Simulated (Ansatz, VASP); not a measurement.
# One calculation of Al4As, two programs

INCAR

```
SYSTEM = Al4As
  ALGO = Fast
  EDIFF = 1E-7
  EDIFFG = -0.01
  ENCUT = 600
  GGA = PE
  IBRION = 2
  ISIF = 3
  ISMEAR = 0
  LASPH = .TRUE.
  LCHARG = .FALSE.
  LREAL = .FALSE.
  LWAVE = .FALSE.
  NELM = 100
  NSW = 100
  PREC = Accurate
  SIGMA = 0.1
```

The input KPOINTS:

```
k-points
0
G
  10 10 10
  0 0 0
```

POSCAR

```
Al4As
1.0
   -2.9916319024      2.9916319024      2.9916319024
    2.9916319024     -2.9916319024      2.9916319024
    2.9916319024      2.9916319024     -2.9916319024
Al As
4 1
Direct
    0.5000000000      0.5000000000      0.5000000000
    0.5000000000      0.0000000000      0.0000000000
    0.0000000000      0.0000000000      0.5000000000
    0.0000000000      0.5000000000      0.0000000000
    0.0000000000      0.0000000000      0.0000000000
```

Input for Ansatz:

```yaml
crystal:
  lattice:
    - [-2.9916319024, 2.9916319024, 2.9916319024]
    - [2.9916319024, -2.9916319024, 2.9916319024]
    - [2.9916319024, 2.9916319024, -2.9916319024]
  atoms:
    - { symbol: Al, position: [0.5, 0.5, 0.5] }
    - { symbol: Al, position: [0.5, 0.0, 0.0] }
    - { symbol: Al, position: [0.0, 0.0, 0.5] }
    - { symbol: Al, position: [0.0, 0.5, 0.0] }
    - { symbol: As, position: [0.0, 0.0, 0.0] }
basis:
  ecutwfc: 420
kpoints:
  mp_grid: { grid: [10, 10, 10] }
hamiltonian:
  xc: pbe
scf:
  occupations: { method: gaussian, width: 0.1 }
output:
  forces: true
  stress: true
  eigenvalues: true
relax:
  adjacent_minimum: "off"
  f_tol: 0.01
  max_steps: 80
  cell: { stress_tol: 0.05 }
```

Change from the starting cell: species swapped into the Hg4Pt type (Im-3m, No. 229).

Alike in both runs: task relaxation of cell and atoms; functional PBE; k mesh 10 × 10 × 10; occupations gaussian, width 0.1 eV; no spin polarisation.

|  | VASP | Ansatz |
| --- | --- | --- |
| version | VASP 6.6.1 | Ansatz 0.2.0 |
| potentials or method | VASP PAW PBE potentials, release 64 (Al, As), cutoff 600 eV | scalar-relativistic, plane waves, PAW |
| valence electrons in the cell | 17 | 27 |

|  | VASP | Ansatz | Ansatz less VASP |
| --- | --- | --- | --- |
| gap on the k mesh at the Fermi level, each at its own relaxed structure (eV) | none | none | - |
| relaxed volume (Å³/atom) | 21.55 | 21.51 | -0.038 |
| relaxed length of the cell vector where the two differ most in proportion (Å) | 5.192 | 5.189 | -0.0031 |

A gap of «none» marks a metal or a gap that the smearing closes. VASP's potentials hold 17 valence electrons a cell and Ansatz's 27, so a difference there can come from the potentials and not from the codes.
